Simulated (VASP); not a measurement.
Pt:

```
Pt
1.0
     2.69363    0.00000    0.00000
    -1.34682    2.33276    0.00000
     0.00000    0.00000    4.59770
Pt
2
Direct
  0.33333 0.66667 0.25000
  0.66667 0.33333 0.75000
```

Base run:

| Item | Value |
| --- | --- |
| Program | VASP 6.6.1 |
| Functional | r2SCAN |
| Potentials or basis | VASP PAW PBE potentials, release 64 (Pt) |
| Cutoff | 520 eV |
| k mesh | 8 × 8 × 5 |
| Occupations | fermi-dirac, width 0.05 eV |
| Spin | no spin polarisation |

Its results: band gap on the k mesh zero (band 10 reaches 12.39 eV, above the bottom of band 11 at 11.02 eV); pressure 21.1 GPa.

Problem. The run is repeated on the same cell with these changes: potentials or basis from VASP PAW PBE potentials, release 64 (Pt) to VASP PAW PBE potentials, release 64 (Pt_sv_GW); cutoff from 520 eV to 550 eV; further incar settings from ALGO = Normal; EDIFF = 1e-07; NBANDS = 17 to ALGO = Normal; EDIFF = 1e-06; NBANDS = 25; valence electrons from 20 to 36. What comes out?

Solution. Band gap on the k mesh zero (band 18 reaches 11.82 eV, above the bottom of band 19 at 10.44 eV); pressure 17.8 GPa.

Caveats: the PAW data sets were made with another functional, which shifts forces and pressure a little; spin-orbit coupling is left out, which moves the levels of the heavy elements.
